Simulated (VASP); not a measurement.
Write the native input for VASP 6.6.1 that does the following.

| Property | Result |
| --- | --- |
| Task | electric field gradients |
| Functional | PBEsol |
| Potentials or basis | VASP PAW PBE potentials, release 64 (K_sv, F) |
| Cutoff | 520 eV |
| k mesh | 8 × 8 × 8 |
| Occupations | fermi-dirac, width 0.03 eV |
| Spin | no spin polarisation |
| Dipole correction | no |
| Further INCAR settings | ALGO = Normal; EDIFF = 1e-08; NBANDS = 15 |

The structure of KF lies in POSCAR:

```
KF
1.0
    0.0000000000      2.6718500000      2.6718500000
    2.6718500000      0.0000000000      2.6718500000
    2.6718500000      2.6718500000      0.0000000000
K F
1 1
Direct
   -0.0450000000     -0.0450000000      0.0450000000
    0.5450000000      0.5450000000      0.4550000000
```

This cell differs from its parent crystal: shortest bond scaled by 0.82.

The input as run:

INCAR

```
PREC = Accurate
ENCUT = 520
EDIFF = 1E-8
ISMEAR = -1
SIGMA = 0.03
LREAL = F
LASPH = T
NELM = 100
ALGO = Normal
ISIF = 2
LWAVE = F
LCHARG = F
GGA = PS
LEFG = T
NBANDS = 15
```

KPOINTS

```
Automatic mesh
0
Gamma
  8 8 8
```

Potentials or basis: VASP PAW PBE potentials, release 64 (K_sv, F).

Command:

```console
$ cat potpaw_PBE.64/K_sv/POTCAR potpaw_PBE.64/F/POTCAR > POTCAR
$ mpirun -np 1 vasp_std > vasp.out
```

Results of the run:

* Pressure: 3.8 GPa
* Largest force: 1.663 eV/Å
* Band gap on the k mesh: 5.95 eV (least direct gap 6.02 eV)
* Largest electric field gradient by atom: K -28.3; F -18.3 V/Å²

Caveat: the cell differs from its parent crystal (shortest bond scaled by 0.82); the cell stands under pressure; without QUAD_EFG the Cq values of the log hold for a quadrupole moment of 1 mb, not for the nuclei; the PAW data sets were made with another functional, which shifts forces and pressure a little.

Run time: 57 s on 1 thread of Intel(R) Xeon(R) Platinum 8175M CPU @ 2.50GHz (Skylake/Cascade Lake), with other jobs on the host, peak memory 0.17 GiB.
